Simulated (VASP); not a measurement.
CoPtO2, 4 atoms in the cell. The structure is trigonal, space group R-3m (No. 166). Conventional cell: a = 2.855 Å, b = 2.855 Å, c = 17.883 Å, α = 90.00°, β = 90.00°, γ = 120.00°. Co (site symmetry -3m) has 6 O at 1.91 Å within 2.5 Å. Within 2.7 Å of Pt (site symmetry -3m) lie 2 O at 2.01 Å. O (site symmetry 3m) has 3 Co at 1.91 Å and 1 Pt at 2.01 Å within 2.5 Å. 

| Quantity | Value |
| --- | --- |
| Program | VASP 6.6.1 |
| Task | single point |
| Functional | LDA |
| Potentials or basis | VASP PAW LDA potentials, release 64 (Co, Pt, O) |
| Cutoff | 520 eV |
| k mesh | 18 × 18 × 18 |
| Occupations | gaussian, width 0.1 eV |
| Spin | no spin polarisation |
| Dipole correction | no |
| Further INCAR settings | ALGO = Normal; EDIFF = 1e-06; NBANDS = 24 |

Potentials or basis: VASP PAW LDA potentials, release 64 (Co, Pt, O).

Launch:

```console
$ cat potpaw_LDA.64/Co/POTCAR potpaw_LDA.64/Pt/POTCAR potpaw_LDA.64/O/POTCAR > POTCAR
$ mpirun -np 1 vasp_std > vasp.out
```

Hardware: 1 thread of Intel Xeon 6975P-C (shared host).

Problem. Estimate the wall time of this run.

Solution. Run time: 36 min on 1 thread of Intel Xeon 6975P-C (shared host), peak memory 0.76 GiB. Counts: scf iterations 16, k points 580.
